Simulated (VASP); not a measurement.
# SiO2 (Pnnm) in VASP: further runs

The runs below take SiO2 through single point, with PBE.

Everything below comes from runs of VASP 6.6.1. Logs are shortened: lines on timing, memory, paths and dates and some standing lists are left out, and cuts for length are marked.

## 1. The cell of the first run

Symmetry: Pnnm, No. 58, orthorhombic system. Conventional cell: a = 4.137 Å, b = 4.236 Å, c = 2.690 Å, α = 90.00°, β = 90.00°, γ = 90.00°. Si (site symmetry 2/m) has 6 O at 1.78 to 1.84 Å within 2.4 Å. Within 2.7 Å of O (site symmetry m) lie 3 Si at 1.78 to 1.84 Å and 12 O at 2.34 to 2.69 Å.

## 2. Single point, PBE (atoms displaced along a vibrational mode, the cell strained)

INCAR reads:

```
PREC = Accurate ; ENCUT = 520
EDIFF = 1E-6 ; ISMEAR = 0
SIGMA = 0.05 ; LREAL = False
LASPH = True ; NELM = 60
ALGO = Normal ; ISIF = 2
LWAVE = False ; LCHARG = False
GGA = PE ; NBANDS = 25
```

KPOINTS reads:

```
Automatic mesh
0
Gamma
  6 6 8
```

POSCAR reads:

```
SiO2
1.0
    4.2358788266      0.0000000000      0.0000000000
    0.0000000000      4.1371828499      0.0000000000
    0.0000000000      0.0000000000      2.6897743046
Si O
2 4
Direct
    0.5000000000      0.5000000000      0.5000000000
    0.0000000000      0.0000000000      0.0000000000
    0.6464385634      0.7395870220      0.0000000000
    0.1464385634      0.7604129780      0.5000000000
    0.3535614366      0.2604129780      0.0000000000
    0.8535614366      0.2395870220      0.5000000000
```

Potentials or basis: VASP PAW PBE potentials, release 64 (Si, O).

Launch:

```
$ cat potpaw_PBE.64/Si/POTCAR potpaw_PBE.64/O/POTCAR > POTCAR
$ mpirun -np 1 vasp_std > vasp.out
```

OUTCAR:

```text
PREC = Accurate
   ENCUT = 520
   EDIFF = 1E-6
   ISMEAR = 0
   LREAL = False
   LASPH = True
   NELM = 60
   ISIF = 2
   GGA = PE

 ion  position               nearest neighbor table
   1  0.500  0.500  0.500-   3 1.78   5 1.78   3 1.78   5 1.78   4 1.84   6 1.84
   2  0.000  0.000  0.000-   4 1.78   6 1.78   4 1.78   6 1.78   5 1.84   3 1.84
   3  0.646  0.740  0.000-   1 1.78   1 1.78   2 1.84
   4  0.146  0.760  0.500-   2 1.78   2 1.78   1 1.84
   5  0.354  0.260  0.000-   1 1.78   1 1.78   2 1.84
   6  0.854  0.240  0.500-   2 1.78   2 1.78   1 1.84

  LATTYP: Found a simple orthorhombic cell.
 ALAT       =     2.6897743046
 B/A-ratio  =     1.5381152399
 C/A-ratio  =     1.5748082727

  Lattice vectors:

 A1 = (   0.0000000000,   0.0000000000,  -2.6897743046)
 A2 = (   0.0000000000,   4.1371828499,   0.0000000000)
 A3 = (   4.2358788266,   0.0000000000,   0.0000000000)

Analysis of symmetry for initial positions (statically):
=====================================================================
 Subroutine PRICEL returns:
 Original cell was already a primitive cell.

 Routine SETGRP: Setting up the symmetry group for a
 simple orthorhombic supercell.

 Subroutine GETGRP returns: Found  8 space group operations
 (whereof  4 operations were pure point group operations)
 out of a pool of  8 trial point group operations.

The static configuration has the point symmetry C_2h.
 The point group associated with its full space group is D_2h.

Analysis of symmetry for dynamics (positions and initial velocities):
=====================================================================
 Subroutine PRICEL returns:
 Original cell was already a primitive cell.

 Routine SETGRP: Setting up the symmetry group for a
 simple orthorhombic supercell.

 Subroutine GETGRP returns: Found  8 space group operations
 (whereof  4 operations were pure point group operations)
 out of a pool of  8 trial point group operations.

The dynamic configuration has the point symmetry C_2h.
 The point group associated with its full space group is D_2h.

 Subroutine INISYM returns: Found  8 space group operations
 (whereof  4 operations are pure point group operations),
 and found     1 'primitive' translations

----------------------------------------------------------------------------------------

                                     Primitive cell

  volume of cell :      47.1372

  direct lattice vectors                    reciprocal lattice vectors
     4.235878827  0.000000000  0.000000000     0.236078519  0.000000000  0.000000000
     0.000000000  4.137182850  0.000000000     0.000000000  0.241710371  0.000000000
     0.000000000  0.000000000  2.689774305     0.000000000  0.000000000  0.371778405

  length of vectors
     4.235878827  4.137182850  2.689774305     0.236078519  0.241710371  0.371778405

  position of ions in fractional coordinates (direct lattice)
     0.500000000  0.500000000  0.500000000
     0.000000000  0.000000000  0.000000000
     0.646438563  0.739587022  0.000000000
     0.146438563  0.760412978  0.500000000
     0.353561437  0.260412978  0.000000000
     0.853561437  0.239587022  0.500000000

  ion indices of the primitive-cell ions
   primitive index   ion index
                 1           1
                 2           2
                 3           3
                 4           4
                 5           5
                 6           6

----------------------------------------------------------------------------------------

 KPOINTS: Automatic mesh

Automatic generation of k-mesh.
 Grid dimensions read from file:
 generate k-points for:    6    6    8

 Generating k-lattice:

  Cartesian coordinates                     Fractional coordinates (reciprocal lattice)
     0.039346420  0.000000000  0.000000000     0.166666667  0.000000000  0.000000000
     0.000000000  0.040285062  0.000000000     0.000000000  0.166666667  0.000000000
     0.000000000  0.000000000  0.046472301     0.000000000  0.000000000  0.125000000

  Length of vectors
     0.039346420  0.040285062  0.046472301

  Shift w.r.t. Gamma in fractional coordinates (k-lattice)
     0.000000000  0.000000000  0.000000000

 Subroutine IBZKPT returns following result:
 ===========================================

 Found     80 irreducible k-points:

 Following reciprocal coordinates:
            Coordinates               Weight
  0.000000  0.000000  0.000000      1.000000
  0.166667  0.000000  0.000000      2.000000
  0.333333  0.000000  0.000000      2.000000
  0.500000  0.000000  0.000000      1.000000
  0.000000  0.166667  0.000000      2.000000
  0.166667  0.166667  0.000000      4.000000
[... 16 lines left out ...]
  0.333333  0.166667  0.125000      8.000000
  0.500000  0.166667  0.125000      4.000000
 [... further k-points ...]
   k-points           NKPTS =     80   k-points in BZ     NKDIM =     80   number of bands    NBANDS=     25
   number of dos      NEDOS =    301   number of ions     NIONS =      6
   total plane-waves  NPLWV =  20480
   dimension x,y,z NGX =    32 NGY =   32 NGZ =   20
   dimension x,y,z NGXF=    64 NGYF=   64 NGZF=   40
   ions per type =               2   4
   NGX,Y,Z   is equivalent  to a cutoff of  12.56, 12.86, 12.36 a.u.
   NGXF,Y,Z  is equivalent  to a cutoff of  25.12, 25.72, 24.72 a.u.
 SYSTEM =  unknown system
   PREC   = accura    normal or accurate (medium, high low for compatibility)
   ISTART =      0    job   : 0-new  1-cont  2-samecut
   ICHARG =      2    charge: 1-file 2-atom 10-const
   ISPIN  =      1    spin polarized calculation?
   LNONCOLLINEAR =      F non collinear calculations
   LSORBIT =      F    spin-orbit coupling
   LASPH  =      T    aspherical Exc in radial PAW
   ENCUT  =  520.0 eV  38.22 Ry    6.18 a.u.   7.88  7.69  5.00*2*pi/ulx,y,z
   NELM   =     60;   NELMIN=  2; NELMDL= -5     # of ELM steps
   EDIFF  = 0.1E-05   stopping-criterion for ELM
   LREAL  =      F    real-space projection
   EDIFFG = 0.1E-04   stopping-criterion for IOM
   NSW    =      0    number of steps for IOM
   IBRION =     -1    ionic relax: 0-MD 1-quasi-New 2-CG
   NFREE  =      0    steps in history (QN), initial steepest desc. (CG)
   ISIF   =      2    stress and relaxation
   ISYM   =      2    0-nonsym 1-usesym 2-fastsym
   POTIM  = 0.5000    time-step for ionic-motion
   TEBEG  =    0.0;   TEEND  =   0.0 temperature during run
   PSTRESS=    0.0 pullay stress
   NELECT =      32.0000    total number of electrons
   NUPDOWN=      -1.0000    fix difference up-down
   EMIN   =  10.00;   EMAX   =-10.00  energy-range for DOS
   EFERMI =   0.00;   METHOD = LEGACY
   ISMEAR =     0;   SIGMA  =   0.05  broadening in eV -4-tet -1-fermi 0-gaus
   EFERMI_NEDOS =   21; number of points for ismear=-14 and -15
   IALGO  =     38    algorithm
   IMIX   =      4    mixing-type and parameters
     AMIX     =   0.40;   BMIX     =  1.00
     AMIX_MAG =   1.60;   BMIX_MAG =  1.00
  volume/ion in A,a.u.               =       7.86        53.02
  Fermi-wavevector in a.u.,A,eV,Ry     =   1.438810  2.718957 28.166432  2.070174
  Thomas-Fermi vector in A             =   2.557735
   LORBIT       =      0    0 simple, 1 ext, 2 COOP (PROOUT), +10 PAW based schemes
   GGA     = PE    functional components
   LHFCALC =     F    Hartree Fock is set to
   AEXX    =    0.0000 exact exchange contribution
   IVDW    =     0    specifies the selected vdW correction
   LEPSILON=     F    determine dielectric tensor
   LRPA    =     F    only Hartree local field effects (RPA)
 non-spin polarized calculation
 Gauss-broadening in eV      SIGMA  =   0.05
  energy-cutoff  :      520.00
  volume of cell :       47.14
 maximum number of plane-waves:      1296
 NGX is ok and might be reduce to    32
   NGX = 15   NGY = 15   NGZ = 11

 number of electron      31.9999981 magnetization

 Free energy of the ion-electron system (eV)
  ---------------------------------------------------
  ext. energy  EPLUGINS =         0.00000000
  ---------------------------------------------------
  free energy    TOTEN  =       -45.78590065 eV

  energy without entropy =      -45.78590065  energy(sigma->0) =      -45.78590065

 E-fermi :   7.9467     XC(G=0): -12.2605

 val. band max:        7.6583478041   @ k =   0.0000   0.0000   0.0000
 cond. band min:      13.1338922892   @ k =   0.0000   0.0000   0.0000
 fundamental gap:      5.4755444852
 Fermi energy:         7.9466711877

 k-point     1 :       0.0000    0.0000    0.0000
  band No.  band energies     occupation
      1     -14.1635      2.00000
      2     -10.7645      2.00000
      3     -10.4837      2.00000
      4     -10.2913      2.00000
      5      -2.4256      2.00000
      6       0.9218      2.00000
[... 17 lines left out ...]
     24      22.8280      0.00000
     25      22.8308      0.00000

 k-point     2 :       0.1667    0.0000    0.0000
  band No.  band energies     occupation
      1     -14.0190      2.00000
      2     -11.1767      2.00000
      3     -10.6800      2.00000
      4      -9.9347      2.00000
      5      -2.2078      2.00000
      6       1.2586      2.00000
[... 17 lines left out ...]
     24      22.0285      0.00000
     25      22.9088      0.00000

 k-point     3 :       0.3333    0.0000    0.0000
  band No.  band energies     occupation
      1     -13.5956      2.00000
      2     -12.0809      2.00000
      3     -10.4482      2.00000
      4      -9.9036      2.00000
      5      -1.5681      2.00000
      6       0.5812      2.00000
[... 17 lines left out ...]
     24      21.4477      0.00000
     25      22.4495      0.00000

 k-point     4 :       0.5000    0.0000    0.0000
  band No.  band energies     occupation
      1     -12.9272      2.00000
      2     -12.9272      2.00000
      3     -10.1419      2.00000
      4     -10.1419      2.00000
      5      -0.5967      2.00000
      6      -0.5967      2.00000
[... 17 lines left out ...]
     24      21.8889      0.00000
     25      21.8984      0.00000

 k-point     5 :       0.0000    0.1667    0.0000
  band No.  band energies     occupation
      1     -14.0147      2.00000
      2     -11.2706      2.00000
      3     -10.2608      2.00000
      4     -10.2587      2.00000
      5      -2.1656      2.00000
      6       0.3799      2.00000
[... 17 lines left out ...]
     24      22.4020      0.00000
     25      22.8321      0.00000

 k-point     6 :       0.1667    0.1667    0.0000
  band No.  band energies     occupation
      1     -13.8732      2.00000
      2     -11.3764      2.00000
      3     -10.7323      2.00000
      4      -9.9529      2.00000
      5      -1.9344      2.00000
      6       0.6143      2.00000
[... 17 lines left out ...]
     24      21.8115      0.00000
     25      22.8081      0.00000
[... 393 lines left out ...]
 k-point    21 :       0.0000    0.1667    0.1250
  band No.  band energies     occupation
      1     -13.8158      2.00000
      2     -11.1493      2.00000
      3     -10.2332      2.00000
      4     -10.1789      2.00000
      5      -2.0615      2.00000
      6       0.5431      2.00000
[... 17 lines left out ...]
     24      21.9529      0.00000
     25      22.2635      0.00000

 k-point    22 :       0.1667    0.1667    0.1250
  band No.  band energies     occupation
      1     -13.6776      2.00000
      2     -11.2625      2.00000
      3     -10.6324      2.00000
      4      -9.9212      2.00000
      5      -1.8185      2.00000
      6       0.5812      2.00000
[... 17 lines left out ...]
     24      21.6420      0.00000
     25      21.9340      0.00000

 k-point    23 :       0.3333    0.1667    0.1250
  band No.  band energies     occupation
      1     -13.2755      2.00000
      2     -11.8924      2.00000
      3     -10.5701      2.00000
      4      -9.9864      2.00000
      5      -1.1658      2.00000
      6       0.4284      2.00000
[... 17 lines left out ...]
     24      21.0708      0.00000
     25      21.9781      0.00000

 k-point    24 :       0.5000    0.1667    0.1250
  band No.  band energies     occupation
      1     -12.6500      2.00000
      2     -12.6500      2.00000
      3     -10.2689      2.00000
      4     -10.2689      2.00000
      5      -0.3022      2.00000
      6      -0.3022      2.00000
[... 17 lines left out ...]
     24      20.6078      0.00000
     25      22.6758      0.00000

 [... further k-points ...]

------------------------ aborting loop because EDIFF is reached ----------------------------------------

  FORCE on cell =-STRESS in cart. coord.  units (eV):
  Direction    XX          YY          ZZ          XY          YZ          ZX
  --------------------------------------------------------------------------------------
  -------------------------------------------------------------------------------------
  Total        2.7172086     -0.5060849     -0.5902266     -0.0000000      0.0000000      0.0000000
  in kB       92.3569263    -17.2016396    -20.0615868     -0.0000000      0.0000000      0.0000000
  external PRESSURE =      18.3645666 kB  Pullay stress =       0.0000000 kB

 VOLUME and BASIS-vectors are now :
 -----------------------------------------------------------------------------
  energy-cutoff  :      520.00
  volume of cell :       47.14
      direct lattice vectors                 reciprocal lattice vectors
     4.235878827  0.000000000  0.000000000     0.236078519  0.000000000  0.000000000
     0.000000000  4.137182850  0.000000000     0.000000000  0.241710371  0.000000000
     0.000000000  0.000000000  2.689774305     0.000000000  0.000000000  0.371778405

 POSITION                                       TOTAL-FORCE (eV/Angst)
 -----------------------------------------------------------------------------------
      2.11794      2.06859      1.34489         0.000000      0.000000      0.000000
      0.00000      0.00000      0.00000         0.000000      0.000000      0.000000
      2.73824      3.05981      0.00000         0.816823     -0.930390     -0.000000
      0.62030      3.14597      1.34489         0.816823      0.930390      0.000000
      1.49764      1.07738      0.00000        -0.816823      0.930390      0.000000
      3.61558      0.99122      1.34489        -0.816823     -0.930390     -0.000000
 -----------------------------------------------------------------------------------
    total drift:                                0.000000      0.000000      0.000000

  FREE ENERGIE OF THE ION-ELECTRON SYSTEM (eV)
  ---------------------------------------------------
  free  energy   TOTEN  =       -45.7859006456 eV

  energy  without entropy=      -45.7859006456  energy(sigma->0) =      -45.78590065
```

It took 100 s on 1 thread of Intel Xeon 8259CL, shared host; peak memory 0.2 GiB.

Results:

```
Free energy            : -45.7859 eV
Pressure               : 1.8 GPa
Largest force          : 1.238 eV/Å
Band gap on the k mesh : 5.48 eV
```

Forces on the atoms (eV/Å):
```
Si   0.000  0.000  0.000
Si   0.000  0.000  0.000
O    0.817 -0.930  0.000
O    0.817  0.930  0.000
O   -0.817  0.930  0.000
O   -0.817 -0.930  0.000
```

Caveat: the cell differs from its parent crystal (atoms displaced along a vibrational mode, the cell strained); the stress differs along the axes, from -2 to 9 GPa; forces of over 1 eV/Å act on the atoms, so gaps and moduli don't describe the material at rest.

## 3. Single point, PBE (atoms displaced along a vibrational mode, the cell strained)

INCAR reads:

```
SYSTEM = SiO2
PREC = Accurate
ENCUT = 520
EDIFF = 1E-6
ISMEAR = 0
SIGMA = 0.05
LREAL = .FALSE.
LASPH = .TRUE.
NELM = 80
ALGO = Normal
ISIF = 2
LWAVE = .FALSE.
LCHARG = .TRUE.
GGA = PE
LELF = .TRUE.
LVHAR = .TRUE.
NBANDS = 25
```

KPOINTS reads:

```
regular mesh
0
G
  6 6 8
  0 0 0
```

POSCAR reads:

```
SiO2
1.0
    4.2358788266      0.0000000000      0.0000000000
    0.0000000000      4.1371828499      0.0000000000
    0.0000000000      0.0000000000      2.6897743046
Si O
2 4
Direct
    0.5000000000      0.5000000000      0.5000000000
    0.0000000000      0.0000000000      0.0000000000
    0.7209573303      0.6650682551      0.0000000000
    0.2209573303      0.8349317449      0.5000000000
    0.2790426697      0.3349317449      0.0000000000
    0.7790426697      0.1650682551      0.5000000000
```

Potentials or basis: VASP PAW PBE potentials, release 64 (Si, O).

Launch:

```
$ cat potpaw_PBE.64/Si/POTCAR potpaw_PBE.64/O/POTCAR > POTCAR
$ mpirun -np 1 vasp_std > vasp.out
```

Wall time 96 s (1 thread of Intel Xeon 8259CL, shared host); peak memory 0.2 GiB.

The run converged. Its results:

```
Free energy            : -46.0588 eV
Pressure               : 4.8 GPa
Largest force          : 0.626 eV/Å
Band gap on the k mesh : 5.40 eV
```

Forces on the atoms (eV/Å):
```
Si   0.000  0.000  0.000
Si   0.000  0.000  0.000
O   -0.456  0.429  0.000
O   -0.456 -0.429  0.000
O    0.456 -0.429  0.000
O    0.456  0.429  0.000
```

Stress tensor (GPa, compression positive):
```
-5.61  0.00  0.00
 0.00 16.51  0.00
 0.00  0.00  3.55
```

Levels at points of the mesh, in eV from the valence-band top:
```csv
k point,band 14,band 15,band 16,band 17,band 18,band 19
"(0.00, 0.00, 0.00)",-0.86,-0.35,0.00,5.40,6.69,8.31
"(0.50, 0.00, 0.00)",-2.34,-0.41,-0.41,7.21,7.21,8.82
"(0.00, 0.50, 0.00)",-2.53,-1.17,-1.17,7.75,7.75,9.16
"(0.50, 0.50, 0.00)",-2.59,-1.95,-1.95,7.33,7.33,9.88
"(0.00, 0.00, 0.50)",-2.88,-2.24,-2.24,8.77,8.77,12.44
"(0.50, 0.00, 0.50)",-2.44,-1.38,-1.38,8.93,8.93,9.73
"(0.00, 0.50, 0.50)",-1.69,-1.68,-1.68,8.31,8.31,9.77
"(0.50, 0.50, 0.50)",-1.55,-1.19,-1.19,7.06,7.06,11.01
```

Caveat: the cell differs from its parent crystal (atoms displaced along a vibrational mode, the cell strained); the stress differs along the axes, from -6 to 17 GPa. A k mesh can miss the band edges.

(Part 1 of 2 ends here.)
